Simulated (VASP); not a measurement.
Write the native input for VASP 6.6.1 that does the following.

- Task: single point
- Functional: PBE
- Potentials or basis: VASP PAW PBE potentials, release 64 (Al)
- Cutoff: 520 eV
- k mesh: 20 × 20 × 20
- Occupations: gaussian, width 0.1 eV
- Spin: no spin polarisation
- Dipole correction: no
- Further INCAR settings: ALGO = Fast; EDIFF = 1e-06; NBANDS = 8

The structure of Al lies in POSCAR:

```
Al
1.0
   -1.5022333619      1.5022333619      2.4206947418
    1.5022333619     -1.5022333619      2.4206947418
    1.5022333619      1.5022333619     -2.4206947418
Al
1
Direct
    0.0000000000      0.0000000000      0.0000000000
```

This cell differs from its parent crystal: In replaced by Al, lengths x 0.911, strained.

The input as run:

INCAR

```
SYSTEM = Al
PREC     = Accurate       ! precision mode
ENCUT    = 520            ! plane-wave cutoff, eV
EDIFF    = 1E-6           ! SCF threshold, eV
ISMEAR   = 0              ! smearing method
SIGMA    = 0.1            ! smearing width, eV
LREAL    = .FALSE.        ! projectors in reciprocal space
LASPH    = .TRUE.         ! aspherical terms in the spheres
NELM     = 60             ! most SCF steps
ALGO     = Fast           ! electronic algorithm
ISIF     = 2              ! what is computed and relaxed
LWAVE    = .FALSE.        ! write WAVECAR
LCHARG   = .FALSE.        ! write CHGCAR
GGA      = PE             ! functional
NBANDS   = 8              ! bands
```

KPOINTS

```
Automatic mesh
0
G
  20 20 20
  0 0 0
```

Potentials or basis: VASP PAW PBE potentials, release 64 (Al).

Command:

```console
$ cat potpaw_PBE.64/Al/POTCAR > POTCAR
$ mpirun -np 1 vasp_std > vasp.out
```

Results of the run:

The pressure is -10.6 GPa.

Caveat: the cell differs from its parent crystal (In replaced by Al, lengths x 0.911, strained).

Wall time 29 s on 1 thread of Intel(R) Xeon(R) 6975P-C (Granite Rapids), on a shared host, peak memory 0.21 GiB.
